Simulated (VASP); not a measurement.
Crystal: NaH.

```
Na H
1.0
     0.00000    2.40702    2.40702
     2.40702    0.00000    2.40702
     2.40702    2.40702    0.00000
Na H
1 1
Direct
  0.00000 0.00000 0.00000
  0.50000 0.50000 0.50000
```

This cell differs from its parent crystal: volume scaled by 0.96.

Program: VASP 6.6.1. Alike in all runs: task single point; no spin polarisation; cell as given; k mesh 9 × 9 × 9; cutoff (eV) 520; smearing fermi-dirac 0.05 eV.

Q: Order these runs on this cell by their band gap on the k mesh, lowest first.
A. level LDA; potentials or basis VASP PAW LDA potentials, release 64 (Na_pv, H)
B. level r2SCAN; potentials or basis VASP PAW PBE potentials, release 64 (Na_pv, H)
C. level PBEsol; potentials or basis VASP PAW PBE potentials, release 64 (Na_pv, H)

A: A (3.74 eV), C (3.89 eV), B (4.70 eV).

A k mesh can miss the band edges.
